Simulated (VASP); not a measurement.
Here is a VASP 6.6.1 calculation.

The input POSCAR:

```
Ga
1.0
    0.0000000000      2.8744485395      2.8744485395
    2.8744485395      0.0000000000      2.8744485395
    2.8744485395      2.8744485395      0.0000000000
Ga
2
Direct
   -0.0875000000     -0.1375000000     -0.1375000000
    0.0875000000      0.1375000000      0.1375000000
```

The input INCAR.step1:

```
SYSTEM = Ga
  PREC = Accurate
  ENCUT = 520
  ISMEAR = -1
  SIGMA = 0.05
  LREAL = .False.
  LASPH = .True.
  NELM = 100
  NBANDS = 20
  GGA = PE
  ALGO = Normal
  EDIFF = 1E-4
  LWAVE = .True.
  LCHARG = .False.
```

File INCAR.step2:

```
SYSTEM = Ga
  PREC = Accurate
  ENCUT = 520
  EDIFF = 1E-8
  ISMEAR = -1
  SIGMA = 0.05
  LREAL = .False.
  LASPH = .True.
  NELM = 100
  ALGO = Normal
  ISIF = 2
  LWAVE = .False.
  LCHARG = .False.
  METAGGA = R2SCAN
  LMIXTAU = .True.
  LEFG = .True.
  NBANDS = 20
  ISTART = 1
```

File KPOINTS:

```
regular mesh
0
Gamma
  9 9 9
  0 0 0
```

Potentials or basis: VASP PAW PBE potentials, release 64 (Ga_d).

Run with:

```console
$ cat potpaw_PBE.64/Ga_d/POTCAR > POTCAR
$ cp INCAR.step1 INCAR
$ mpirun -np 1 vasp_std > vasp.out
$ cp INCAR.step2 INCAR
$ mpirun -np 1 vasp_std > vasp.out
```

(1) What does it give for the band gap on the k mesh?

(2) What does it give for the largest force?

(3) Estimate the pressure.

## Answers

(1) zero (band 13 reaches 5.41 eV, above the bottom of band 14 at 1.55 eV).

(2) 0.485 eV/Å.

(3) 1.7 GPa.

Caveat: without QUAD_EFG the Cq values of the log hold for a quadrupole moment of 1 mb, not for the nuclei; the PAW data sets were made with another functional, which shifts forces and pressure a little.
